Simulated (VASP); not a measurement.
Pt:

```
Pt
1.0
     0.00000    1.95790    1.95790
     1.95790    0.00000    1.95790
     1.95790    1.95790    0.00000
Pt
1
Direct
  0.00000 0.00000 0.00000
```

Base run:

* Program: VASP 6.6.1
* Functional: PBEsol
* Potentials or basis: VASP PAW PBE potentials, release 64 (Pt)
* Cutoff: 520 eV
* k mesh: 18 × 18 × 18
* Occupations: fermi-dirac, width 0.03 eV
* Spin: no spin polarisation

Its results: band gap on the k mesh zero (band 5 reaches 11.69 eV, above the bottom of band 6 at 9.44 eV); pressure 0.0 GPa.

Q: After a change of settings the same cell gave: band gap on the k mesh zero (band 5 reaches 11.86 eV, above the bottom of band 6 at 9.60 eV); pressure 10.9 GPa. Which change was it?
A. further incar settings from ALGO = Normal; EDIFF = 1e-07; NBANDS = 11 to ALGO = Normal; EDIFF = 1e-08; NBANDS = 11
B. functional from PBEsol to LDA; potentials or basis from VASP PAW PBE potentials, release 64 (Pt) to VASP PAW LDA potentials, release 64 (Pt)
C. functional from PBEsol to PBE

A: C.

PBE binds less tightly than PBEsol, so the same cell stands under more pressure.

Caveats: spin-orbit coupling is left out, which moves the levels of the heavy elements; the PAW data sets were made with another functional, which shifts forces and pressure a little (some runs).
